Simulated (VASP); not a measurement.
InP2:

```xyz
3
Lattice="3.4175 0.0000 0.0000 -1.7088 2.9597 0.0000 0.0000 0.0000 5.3874" Properties=species:S:1:pos:R:3 pbc="T T T"
In    0.0000    0.0000    0.0000
P     1.7088    0.9866    3.9056
P     1.7088    0.9866    1.4817
```

The cell was built from a structure type or drawn by symmetry, and may not be a known phase.

| Property | Result |
| --- | --- |
| Program | VASP 6.6.1 |
| Task | relaxation of cell and atoms |
| Functional | PBE |
| Potentials or basis | VASP PAW PBE potentials, release 64 (In_d, P) |
| Cutoff | 600 eV |
| k mesh | 6 × 6 × 4 |
| Occupations | gaussian, width 0.1 eV |
| Spin | no spin polarisation |

At the start: pressure 27.0 GPa; volume 18.16 Å³/atom.

Problem. How do energy, volume and symmetry change on relaxing?

Solution. Over 11 steps the energy falls by 673.9 meV/atom and the volume is 23.32 Å³/atom (+28.4 %); space group P-6m2 (No. 187, to 0.1 Å) before and after.

The path:
```csv
step,energy change (eV),largest force (eV/Å),pressure (GPa),volume (Å³)
1,0.0000,2.7856,27.00,54.49
2,-1.1233,1.0199,-8.40,82.23
3,-1.3513,1.0601,-3.48,70.96
4,-1.9893,0.7595,-0.48,70.60
5,-1.9898,0.6378,-0.69,70.62
6,-2.0193,0.0731,0.03,69.66
7,-2.0205,0.0463,0.25,69.43
8,-2.0215,0.0654,0.27,69.72
9,-2.0215,0.0487,0.27,69.68
10,-2.0216,0.0291,-0.20,70.17
11,-2.0217,0.0056,-0.01,69.95
```

Final structure:
```yaml
crystal:
  lattice:
    - [3.97911, 0.00000, 0.00000]
    - [-1.98956, 3.44601, 0.00000]
    - [0.00000, 0.00000, 5.10135]
  atoms:
    - { symbol: In, position: [0.00000, 0.00000, 0.00000] }
    - { symbol: P, position: [0.66667, 0.33333, 0.70350] }
    - { symbol: P, position: [0.66667, 0.33333, 0.29650] }
```

Caveat: the volume moved by over 15 % at a fixed basis, so the end points are rough.
